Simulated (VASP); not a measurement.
Wanted: the native input for a VASP 6.6.1 run.

```
Task                   : relaxation of cell and atoms
Functional             : PBE
Potentials or basis    : VASP PAW PBE potentials, release 64 (Zn)
Cutoff                 : 600 eV
k mesh                 : 17 × 17 × 17
Occupations            : fermi-dirac, width 0.05 eV
Spin                   : no spin polarisation
Target pressure        : 54 GPa
Dipole correction      : no
Further INCAR settings : ALGO = Normal; EDIFF = 1e-06; IBRION = 2; EDIFFG = -0.005; NSW = 32; ISIF = 3
```

The structure of Zn lies in POSCAR:

```
Zn
1.0
    2.2976283560      0.0000000000      0.0000000000
    0.0000000000      2.2976283560      0.0000000000
    0.0000000000      0.0000000000      2.2976283560
Zn
1
Direct
    0.0000000000      0.0000000000      0.0000000000
```

The input as run:

INCAR

```
ALGO     = Normal         # electronic algorithm
EDIFF    = 1E-6           # SCF threshold, eV
EDIFFG   = -0.005         # ionic threshold
ENCUT    = 600            # plane-wave cutoff, eV
GGA      = PE             # functional
IBRION   = 2              # ionic algorithm
ISIF     = 3              # what is computed and relaxed
ISMEAR   = -1             # smearing method
LASPH    = True           # aspherical terms in the spheres
LCHARG   = False          # write CHGCAR
LREAL    = False          # projectors in reciprocal space
LWAVE    = False          # write WAVECAR
NELM     = 80             # most SCF steps
NSW      = 32             # ionic steps
PREC     = Accurate       # precision mode
PSTRESS  = 540.0        
SIGMA    = 0.05           # smearing width, eV
```

KPOINTS

```
k-points
0
Gamma
  17 17 17
```

Potentials or basis: VASP PAW PBE potentials, release 64 (Zn).

Run with:

```sh
$ cat potpaw_PBE.64/Zn/POTCAR > POTCAR
$ mpirun -np 1 vasp_std > vasp.out
```

It gave:

```json
{
  "Relaxed volume": "12.17 Å³/atom",
  "Relaxed cell": "a = 2.300 Å, b = 2.300 Å, c = 2.300 Å, α = 90.00°, β = 90.00°, γ = 90.00°",
  "Space group after relaxing (to 0.05 Å)": "Pm-3m (No. 221)",
  "Energy change on relaxing (the enthalpy is what falls)": "-15.1 meV/atom",
  "Ionic steps": "3",
  "Pressure after relaxing": "54.1 GPa",
  "Band gap on the k mesh": "zero (band 6 reaches 11.38 eV, above the bottom of band 7 at 2.56 eV)"
}
```

Caveat: the cell is relaxed towards a set pressure, so the enthalpy falls and the energy may rise.

Wall time 50 s on 1 thread of Intel Xeon 8259CL, on a shared host, peak memory 0.14 GiB.
